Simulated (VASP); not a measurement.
# Al2Cu: single point with PBE

Crystal: Al2Cu.

```
CELL_PARAMETERS angstrom
4.21730 0.00000 0.00000
0.00000 4.21730 0.00000
0.00000 0.00000 2.65400
ATOMIC_POSITIONS crystal
Al 0.50000 0.00000 0.50000
Al 0.00000 0.50000 0.50000
Cu 0.00000 0.00000 0.00000
```

```
Program                : VASP 6.6.1
Task                   : single point
Functional             : PBE
Potentials or basis    : VASP PAW PBE potentials, release 64 (Al, Cu)
Cutoff                 : 520 eV
k mesh                 : 10 × 10 × 14
Occupations            : gaussian, width 0.15 eV
Spin                   : no spin polarisation
Dipole correction      : no
Further INCAR settings : ALGO = Normal; EDIFF = 1e-06; NBANDS = 16
```

* Pressure: 5.3 GPa
* Band gap on the k mesh: zero (an odd number of electrons rules out a gap without spin polarisation)

Stress tensor (GPa, compression positive):
```
 1.90  0.00  0.00
 0.00  1.90  0.00
 0.00  0.00 12.18
```

Levels at points of the mesh, in eV from the Fermi level:
| k point | band 7 | band 8 | band 9 | band 10 | band 11 | band 12 |
| --- | --- | --- | --- | --- | --- | --- |
| (0.00, 0.00, 0.00) | -2.98 | -2.98 | -0.89 | 0.42 | 5.03 | 5.03 |
| (0.50, 0.00, 0.00) | -4.01 | -1.80 | 0.99 | 1.02 | 1.04 | 7.41 |
| (0.50, 0.50, 0.00) | -4.02 | -4.02 | -2.60 | 7.98 | 7.98 | 8.58 |
| (0.00, 0.00, 0.50) | -2.67 | 1.77 | 2.62 | 2.62 | 3.02 | 3.02 |
| (0.50, 0.00, 0.50) | -3.10 | -2.05 | -1.14 | 3.76 | 4.07 | 4.76 |
| (0.50, 0.50, 0.50) | -2.46 | -2.46 | -0.22 | -0.11 | 0.44 | 0.44 |

Wall time 85 s on 1 thread of AMD EPYC 7R13, on a shared host, peak memory 0.22 GiB.

Caveat: the stress differs along the axes, from 2 to 12 GPa.
